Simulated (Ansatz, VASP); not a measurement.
Two plane-wave programs on WS2

```
W S
1.0
     3.00432    0.00000    0.00000
    -1.50216    2.72441    0.00000
     0.00000    0.00000   23.56746
W S
2 4
Direct
  0.33333 0.66667 0.63458
  0.66667 0.33333 0.36542
  0.33333 0.66667 0.29895
  0.66667 0.33333 0.56805
  0.33333 0.66667 0.43195
  0.66667 0.33333 0.70105
```

Change from the starting cell: strain -0.0450 x Voigt [1, 0, 0, 0, 0, 0], atoms carried along.

Alike in both runs: task single point; functional PBEsol; k mesh 12 × 12 × 2; occupations gaussian, width 0.05 eV; no spin polarisation.

```csv
,VASP,Ansatz
version,VASP 6.6.1,Ansatz 0.2.0
potentials or method,"VASP PAW PBE potentials, release 64 (W_sv, S), cutoff 520 eV","scalar-relativistic, plane waves, PAW"
valence electrons in the cell,52,52
```

```tsv
	VASP	Ansatz	Ansatz less VASP
gap on the k mesh at the Fermi level (eV)	1.65	1.64	-0.013
least direct gap on the mesh (eV)	2.18	2.17	-0.005
rms of the force components (eV/Å)	0.324	0.314	-0.0102
```

VASP's potentials were made for PBE, not for PBEsol. Atom by atom the forces differ by 0.011 eV/Å (rms over components). With one functional, cell and mesh, what is left measures potentials, basis and numerics.

Spin-orbit coupling is off throughout.
